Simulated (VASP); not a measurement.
# WC (P-6m2) in VASP: further runs

Runs on WC. Level: PBE. Tasks: single point.

All numbers are computed with VASP 6.6.1; they aren't measurements. Logs are shortened: lines on timing, memory, paths and dates and some standing lists are left out, and cuts for length are marked.

### 1 The cell of the first run

The structure is hexagonal, space group P-6m2 (No. 187). The conventional cell has a = 3.156 Å, b = 3.156 Å, c = 2.847 Å, α = 90.00°, β = 90.00°, γ = 120.00°. W (site symmetry -6m2) has 6 C at 2.31 Å and 8 W at 2.85 to 3.16 Å within 3.2 Å. Within 3.2 Å of C (site symmetry -6m2) lie 6 W at 2.31 Å and 8 C at 2.85 to 3.16 Å.

### 2 Single point, PBE (strain +0.080 along x and y, +0.000 along z)

INCAR reads:

```
PREC     = Accurate       # precision mode
ENCUT    = 520            # plane-wave cutoff, eV
EDIFF    = 1E-7           # SCF threshold, eV
ISMEAR   = 0              # smearing method
SIGMA    = 0.15           # smearing width, eV
LREAL    = F              # projectors in reciprocal space
LASPH    = T              # aspherical terms in the spheres
NELM     = 100            # most SCF steps
ALGO     = Normal         # electronic algorithm
ISIF     = 2              # what is computed and relaxed
LWAVE    = F              # write WAVECAR
LCHARG   = F              # write CHGCAR
GGA      = PE             # functional
NBANDS   = 16             # bands
```

KPOINTS reads:

```
Automatic mesh
0
Gamma
  24 24 22
```

POSCAR reads:

```
WC
1.0
    3.1555133836      0.0000000000      0.0000000000
   -1.5777566919      2.7327547522      0.0000000000
    0.0000000000      0.0000000000      2.8470758817
W C
1 1
Direct
    0.0000000000      0.0000000000      0.0000000000
    0.6666666667      0.3333333333      0.5000000000
```

Potentials or basis: VASP PAW PBE potentials, release 64 (W_sv, C).

Launch:

```bash
cat potpaw_PBE.64/W_sv/POTCAR potpaw_PBE.64/C/POTCAR > POTCAR
mpirun -np 1 vasp_std > vasp.out
```

OUTCAR:

```text
PREC = Accurate
   ENCUT = 520
   EDIFF = 1E-7
   ISMEAR = 0
   LREAL = F
   LASPH = T
   NELM = 100
   ISIF = 2
   GGA = PE

 ion  position               nearest neighbor table
   1  0.000  0.000  0.000-   2 2.31   2 2.31   2 2.31   2 2.31   2 2.31   2 2.31
   2  0.667  0.333  0.500-   1 2.31   1 2.31   1 2.31   1 2.31   1 2.31   1 2.31

  LATTYP: Found a hexagonal cell.
 ALAT       =     3.1555133836
 C/A-ratio  =     0.9022544149

  Lattice vectors:

 A1 = (   3.1555133836,   0.0000000000,   0.0000000000)
 A2 = (  -1.5777566919,   2.7327547522,   0.0000000000)
 A3 = (   0.0000000000,   0.0000000000,   2.8470758817)

Analysis of symmetry for initial positions (statically):
=====================================================================
 Subroutine PRICEL returns:
 Original cell was already a primitive cell.

 Routine SETGRP: Setting up the symmetry group for a
 hexagonal supercell.

 Subroutine GETGRP returns: Found 12 space group operations
 (whereof 12 operations were pure point group operations)
 out of a pool of 24 trial point group operations.

The static configuration has the point symmetry D_3h.

Analysis of symmetry for dynamics (positions and initial velocities):
=====================================================================
 Subroutine PRICEL returns:
 Original cell was already a primitive cell.

 Routine SETGRP: Setting up the symmetry group for a
 hexagonal supercell.

 Subroutine GETGRP returns: Found 12 space group operations
 (whereof 12 operations were pure point group operations)
 out of a pool of 24 trial point group operations.

The dynamic configuration has the point symmetry D_3h.

 Subroutine INISYM returns: Found 12 space group operations
 (whereof 12 operations are pure point group operations),
 and found     1 'primitive' translations

----------------------------------------------------------------------------------------

                                     Primitive cell

  volume of cell :      24.5510

  direct lattice vectors                    reciprocal lattice vectors
     3.155513384  0.000000000  0.000000000     0.316905644  0.182965559  0.000000000
    -1.577756692  2.732754752  0.000000000     0.000000000  0.365931117  0.000000000
     0.000000000  0.000000000  2.847075882     0.000000000  0.000000000  0.351237565

  length of vectors
     3.155513384  3.155513384  2.847075882     0.365931117  0.365931117  0.351237565

  position of ions in fractional coordinates (direct lattice)
     0.000000000  0.000000000  0.000000000
     0.666666667  0.333333333  0.500000000

  ion indices of the primitive-cell ions
   primitive index   ion index
                 1           1
                 2           2

----------------------------------------------------------------------------------------

 KPOINTS: Automatic mesh

Automatic generation of k-mesh.
 Grid dimensions read from file:
 generate k-points for:   24   24   22

 Generating k-lattice:

  Cartesian coordinates                     Fractional coordinates (reciprocal lattice)
     0.013204402  0.007623565  0.000000000     0.041666667  0.000000000  0.000000000
     0.000000000  0.015247130  0.000000000     0.000000000  0.041666667  0.000000000
     0.000000000  0.000000000  0.015965344     0.000000000  0.000000000  0.045454545

  Length of vectors
     0.015247130  0.015247130  0.015965344

  Shift w.r.t. Gamma in fractional coordinates (k-lattice)
     0.000000000  0.000000000  0.000000000

 Subroutine IBZKPT returns following result:
 ===========================================

 Found    732 irreducible k-points:

 Following reciprocal coordinates:
            Coordinates               Weight
  0.000000  0.000000  0.000000      1.000000
  0.041667  0.000000  0.000000      6.000000
  0.083333  0.000000  0.000000      6.000000
  0.125000  0.000000  0.000000      6.000000
  0.166667  0.000000  0.000000      6.000000
  0.208333  0.000000  0.000000      6.000000
[... 16 lines left out ...]
  0.416667  0.041667  0.000000     12.000000
  0.458333  0.041667  0.000000     12.000000
 [... further k-points ...]
   k-points           NKPTS =    732   k-points in BZ     NKDIM =    732   number of bands    NBANDS=     16
   number of dos      NEDOS =    301   number of ions     NIONS =      2
   total plane-waves  NPLWV =  13824
   dimension x,y,z NGX =    24 NGY =   24 NGZ =   24
   dimension x,y,z NGXF=    48 NGYF=   48 NGZF=   48
   ions per type =               1   1
   NGX,Y,Z   is equivalent  to a cutoff of  12.64, 12.64, 14.01 a.u.
   NGXF,Y,Z  is equivalent  to a cutoff of  25.29, 25.29, 28.03 a.u.
 SYSTEM =  unknown system
   PREC   = accura    normal or accurate (medium, high low for compatibility)
   ISTART =      0    job   : 0-new  1-cont  2-samecut
   ICHARG =      2    charge: 1-file 2-atom 10-const
   ISPIN  =      1    spin polarized calculation?
   LNONCOLLINEAR =      F non collinear calculations
   LSORBIT =      F    spin-orbit coupling
   LASPH  =      T    aspherical Exc in radial PAW
   ENCUT  =  520.0 eV  38.22 Ry    6.18 a.u.   5.87  5.87  5.29*2*pi/ulx,y,z
   NELM   =    100;   NELMIN=  2; NELMDL= -5     # of ELM steps
   EDIFF  = 0.1E-06   stopping-criterion for ELM
   LREAL  =      F    real-space projection
   EDIFFG = 0.1E-05   stopping-criterion for IOM
   NSW    =      0    number of steps for IOM
   IBRION =     -1    ionic relax: 0-MD 1-quasi-New 2-CG
   NFREE  =      0    steps in history (QN), initial steepest desc. (CG)
   ISIF   =      2    stress and relaxation
   ISYM   =      2    0-nonsym 1-usesym 2-fastsym
   POTIM  = 0.5000    time-step for ionic-motion
   TEBEG  =    0.0;   TEEND  =   0.0 temperature during run
   PSTRESS=    0.0 pullay stress
   NELECT =      18.0000    total number of electrons
   NUPDOWN=      -1.0000    fix difference up-down
   EMIN   =  10.00;   EMAX   =-10.00  energy-range for DOS
   EFERMI =   0.00;   METHOD = LEGACY
   ISMEAR =     0;   SIGMA  =   0.15  broadening in eV -4-tet -1-fermi 0-gaus
   EFERMI_NEDOS =   21; number of points for ismear=-14 and -15
   IALGO  =     38    algorithm
   IMIX   =      4    mixing-type and parameters
     AMIX     =   0.40;   BMIX     =  1.00
     AMIX_MAG =   1.60;   BMIX_MAG =  1.00
  volume/ion in A,a.u.               =      12.28        82.84
  Fermi-wavevector in a.u.,A,eV,Ry     =   1.476191  2.789596 29.648980  2.179139
  Thomas-Fermi vector in A             =   2.590748
   LORBIT       =      0    0 simple, 1 ext, 2 COOP (PROOUT), +10 PAW based schemes
   GGA     = PE    functional components
   LHFCALC =     F    Hartree Fock is set to
   AEXX    =    0.0000 exact exchange contribution
   IVDW    =     0    specifies the selected vdW correction
   LEPSILON=     F    determine dielectric tensor
   LRPA    =     F    only Hartree local field effects (RPA)
 non-spin polarized calculation
 Gauss-broadening in eV      SIGMA  =   0.15
  energy-cutoff  :      520.00
  volume of cell :       24.55
 maximum number of plane-waves:       686
 NGX is ok and might be reduce to    24
   NGX = 11   NGY = 11   NGZ = 11

 number of electron      17.9999996 magnetization

 Free energy of the ion-electron system (eV)
  ---------------------------------------------------
  ext. energy  EPLUGINS =         0.00000000
  ---------------------------------------------------
  free energy    TOTEN  =       -21.83999383 eV

  energy without entropy =      -21.83528887  energy(sigma->0) =      -21.83764135

 E-fermi :   8.8926     XC(G=0): -12.8631

 val. band max:        8.8770258326   @ k =   0.4583   0.0833   0.4091
 cond. band min:       8.9029658840   @ k =   0.3750   0.2500   0.0000
 fundamental gap:      0.0259400514
 Fermi energy:         8.8926244628

 k-point     1 :       0.0000    0.0000    0.0000
  band No.  band energies     occupation
      1     -65.4951      2.00000
      2     -29.4816      2.00000
      3     -29.4816      2.00000
      4     -29.3369      2.00000
      5      -4.4064      2.00000
      6       5.3949      2.00000
[... 8 lines left out ...]
     15      22.2181      0.00000
     16      23.4745      0.00000

 k-point     2 :       0.0417    0.0000    0.0000
  band No.  band energies     occupation
      1     -65.4948      2.00000
      2     -29.4876      2.00000
      3     -29.4830      2.00000
      4     -29.3362      2.00000
      5      -4.3718      2.00000
      6       5.3564      2.00000
[... 8 lines left out ...]
     15      22.0568      0.00000
     16      23.5492      0.00000

 k-point     3 :       0.0833    0.0000    0.0000
  band No.  band energies     occupation
      1     -65.4939      2.00000
      2     -29.5053      2.00000
      3     -29.4872      2.00000
      4     -29.3342      2.00000
      5      -4.2693      2.00000
      6       5.1985      2.00000
[... 8 lines left out ...]
     15      21.7751      0.00000
     16      23.7681      0.00000

 k-point     4 :       0.1250    0.0000    0.0000
  band No.  band energies     occupation
      1     -65.4924      2.00000
      2     -29.5332      2.00000
      3     -29.4938      2.00000
      4     -29.3310      2.00000
      5      -4.1027      2.00000
      6       4.9206      2.00000
[... 8 lines left out ...]
     15      21.5414      0.00000
     16      24.1162      0.00000
[... 324 lines left out ...]
 k-point    22 :       0.3750    0.0417    0.0000
  band No.  band energies     occupation
      1     -65.4789      2.00000
      2     -29.7896      2.00000
      3     -29.5593      2.00000
      4     -29.3007      2.00000
      5      -2.1684      2.00000
      6       2.7540      2.00000
[... 8 lines left out ...]
     15      20.8284      0.00000
     16      23.7753      0.00000

 k-point    23 :       0.4167    0.0417    0.0000
  band No.  band energies     occupation
      1     -65.4777      2.00000
      2     -29.8111      2.00000
      3     -29.5648      2.00000
      4     -29.2981      2.00000
      5      -1.9496      2.00000
      6       2.5745      2.00000
[... 8 lines left out ...]
     15      20.2661      0.00000
     16      24.1174      0.00000

 k-point    24 :       0.4583    0.0417    0.0000
  band No.  band energies     occupation
      1     -65.4771      2.00000
      2     -29.8222      2.00000
      3     -29.5677      2.00000
      4     -29.2967      2.00000
      5      -1.8298      2.00000
      6       2.4785      2.00000
[... 8 lines left out ...]
     15      19.9111      0.00000
     16      24.3447      0.00000

 [... further k-points ...]

------------------------ aborting loop because EDIFF is reached ----------------------------------------

  FORCE on cell =-STRESS in cart. coord.  units (eV):
  Direction    XX          YY          ZZ          XY          YZ          ZX
  --------------------------------------------------------------------------------------
  -------------------------------------------------------------------------------------
  Total       -7.5164435     -7.5164435     -2.6642396      0.0000000      0.0000000     -0.0000000
  in kB     -490.5160839   -490.5160839   -173.8657909      0.0000000      0.0000000     -0.0000000
  external PRESSURE =    -384.9659862 kB  Pullay stress =       0.0000000 kB

 VOLUME and BASIS-vectors are now :
 -----------------------------------------------------------------------------
  energy-cutoff  :      520.00
  volume of cell :       24.55
      direct lattice vectors                 reciprocal lattice vectors
     3.155513384  0.000000000  0.000000000     0.316905644  0.182965559  0.000000000
    -1.577756692  2.732754752  0.000000000     0.000000000  0.365931117  0.000000000
     0.000000000  0.000000000  2.847075882     0.000000000  0.000000000  0.351237565

 POSITION                                       TOTAL-FORCE (eV/Angst)
 -----------------------------------------------------------------------------------
      0.00000      0.00000      0.00000         0.000000     -0.000000      0.000000
      1.57776      0.91092      1.42354        -0.000000      0.000000      0.000000
 -----------------------------------------------------------------------------------
    total drift:                               -0.000000      0.000000      0.000000

  FREE ENERGIE OF THE ION-ELECTRON SYSTEM (eV)
  ---------------------------------------------------
  free  energy   TOTEN  =       -21.8399938290 eV

  energy  without entropy=      -21.8352888732  energy(sigma->0) =      -21.83764135
```

Run time: 71 s. Hardware: 1 thread of Intel Xeon 6975P-C (Granite Rapids), shared host; peak memory 0.38 GiB.

Results:

```yaml
Free_energy: -21.8400 eV
Pressure: -38.5 GPa
Band_gap_on_the_k_mesh: zero (bands 9 and 10 overlap by 1.19 eV)
```

Levels at points of the mesh, in eV from the Fermi level:
| k point | band 7 | band 8 | band 9 | band 10 | band 11 | band 12 |
| --- | --- | --- | --- | --- | --- | --- |
| (0.00, 0.00, 0.00) | -3.22 | -3.22 | 0.77 | 2.66 | 2.66 | 4.57 |
| (0.50, 0.00, 0.00) | -2.97 | -2.21 | -0.91 | 2.12 | 3.07 | 3.17 |
| (0.00, 0.00, 0.50) | -2.28 | -2.28 | -0.41 | -0.41 | 3.69 | 3.69 |
| (0.50, 0.00, 0.50) | -4.03 | -3.65 | 0.22 | 3.04 | 4.28 | 5.03 |

Caveat: the cell differs from its parent crystal (strain +0.080 along x and y, +0.000 along z); the cell stands under tension; spin-orbit coupling is left out, which moves the levels of the heavy elements.

### 3 Single point, PBE (strain +0.040 along x and y, +0.080 along z)

INCAR reads:

```
SYSTEM = WC
ALGO     = Normal         ! electronic algorithm
EDIFF    = 1E-7           ! SCF threshold, eV
ENCUT    = 520            ! plane-wave cutoff, eV
GGA      = PE             ! functional
ISIF     = 2              ! what is computed and relaxed
ISMEAR   = 0              ! smearing method
LASPH    = .True.         ! aspherical terms in the spheres
LCHARG   = .False.        ! write CHGCAR
LREAL    = .False.        ! projectors in reciprocal space
LWAVE    = .False.        ! write WAVECAR
NBANDS   = 16             ! bands
NELM     = 60             ! most SCF steps
PREC     = Accurate       ! precision mode
SIGMA    = 0.15           ! smearing width, eV
```

KPOINTS reads:

```
k-points
0
Gamma
  24 24 22
  0 0 0
```

POSCAR reads:

```
WC
1.0
    3.0386425176      0.0000000000      0.0000000000
   -1.5193212588      2.6315416132      0.0000000000
    0.0000000000      0.0000000000      3.0748419522
W C
1 1
Direct
    0.0000000000      0.0000000000      0.0000000000
    0.6666666667      0.3333333333      0.5000000000
```

Potentials or basis: VASP PAW PBE potentials, release 64 (W_sv, C).

Launch:

```bash
cat potpaw_PBE.64/W_sv/POTCAR potpaw_PBE.64/C/POTCAR > POTCAR
mpirun -np 1 vasp_std > vasp.out
```

OUTCAR:

```text
SYSTEM = WC
   EDIFF = 1E-7
   ENCUT = 520
   GGA = PE
   ISIF = 2
   ISMEAR = 0
   LASPH = .True.
   LREAL = .False.
   NELM = 60
   PREC = Accurate

 ion  position               nearest neighbor table
   1  0.000  0.000  0.000-   2 2.33   2 2.33   2 2.33   2 2.33   2 2.33   2 2.33
   2  0.667  0.333  0.500-   1 2.33   1 2.33   1 2.33   1 2.33   1 2.33   1 2.33

  LATTYP: Found a hexagonal cell.
 ALAT       =     3.0386425176
 C/A-ratio  =     1.0119130284

  Lattice vectors:
[... 644 lines left out ...]

------------------------ aborting loop because EDIFF is reached ----------------------------------------

  FORCE on cell =-STRESS in cart. coord.  units (eV):
  Direction    XX          YY          ZZ          XY          YZ          ZX
  --------------------------------------------------------------------------------------
  -------------------------------------------------------------------------------------
  Total       -5.2912410     -5.2912410     -9.2334428      0.0000000      0.0000000     -0.0000000
  in kB     -344.7906442   -344.7906442   -601.6744866      0.0000000      0.0000000     -0.0000000
  external PRESSURE =    -430.4185917 kB  Pullay stress =       0.0000000 kB

 VOLUME and BASIS-vectors are now :
 -----------------------------------------------------------------------------
  energy-cutoff  :      520.00
  volume of cell :       24.59
      direct lattice vectors                 reciprocal lattice vectors
     3.038642518  0.000000000  0.000000000     0.329094322  0.190002696  0.000000000
    -1.519321259  2.631541613  0.000000000     0.000000000  0.380005391  0.000000000
     0.000000000  0.000000000  3.074841952     0.000000000  0.000000000  0.325219968

 POSITION                                       TOTAL-FORCE (eV/Angst)
 -----------------------------------------------------------------------------------
      0.00000      0.00000      0.00000         0.000000      0.000000      0.000000
      1.51932      0.87718      1.53742        -0.000000      0.000000      0.000000
 -----------------------------------------------------------------------------------
    total drift:                               -0.000000      0.000000      0.000000

  FREE ENERGIE OF THE ION-ELECTRON SYSTEM (eV)
  ---------------------------------------------------
  free  energy   TOTEN  =       -21.8615199998 eV

  energy  without entropy=      -21.8584551654  energy(sigma->0) =      -21.85998758
```

OSZICAR:

```text
N       E                     dE             d eps       ncg     rms          rms(c)
DAV:   1     0.110823314137E+03    0.11082E+03   -0.93522E+03 23440   0.122E+03
DAV:   2    -0.215555938205E+02   -0.13238E+03   -0.12796E+03 28024   0.330E+02
DAV:   3    -0.250237205696E+02   -0.34681E+01   -0.34519E+01 26280   0.506E+01
DAV:   4    -0.250459866558E+02   -0.22266E-01   -0.22264E-01 30968   0.460E+00
DAV:   5    -0.250461857021E+02   -0.19905E-03   -0.19905E-03 26200   0.416E-01    0.230E+01
DAV:   6    -0.221128342258E+02    0.29334E+01   -0.69172E+00 29736   0.265E+01    0.492E+00
DAV:   7    -0.219018680528E+02    0.21097E+00   -0.87306E-01 26944   0.664E+00    0.427E+00
DAV:   8    -0.218627871650E+02    0.39081E-01   -0.15073E-01 27000   0.344E+00    0.768E-01
DAV:   9    -0.218616639150E+02    0.11232E-02   -0.45486E-03 25664   0.701E-01    0.175E-01
DAV:  10    -0.218615285936E+02    0.13532E-03   -0.53545E-04 29400   0.244E-01    0.307E-02
DAV:  11    -0.218615210859E+02    0.75077E-05   -0.45476E-05 28256   0.627E-02    0.290E-02
DAV:  12    -0.218615200273E+02    0.10586E-05   -0.29195E-06 27256   0.133E-02    0.469E-03
DAV:  13    -0.218615199998E+02    0.27564E-07   -0.10923E-07 22568   0.331E-03
   1 F= -.21861520E+02 E0= -.21859988E+02  d E =-.306483E-02
```

Run time: 66 s. Hardware: 1 thread of Intel Xeon 6975P-C (Granite Rapids), shared host; peak memory 0.38 GiB.

What came out:

```
Free energy            : -21.8615 eV
Pressure               : -43.0 GPa
Band gap on the k mesh : zero (bands 9 and 10 overlap by 0.92 eV)
```

Stress tensor (GPa, compression positive):
```
-34.48   0.00   0.00
  0.00 -34.48   0.00
  0.00   0.00 -60.17
```

Caveat: the cell differs from its parent crystal (strain +0.040 along x and y, +0.080 along z); the cell stands under tension; spin-orbit coupling is left out, which moves the levels of the heavy elements.
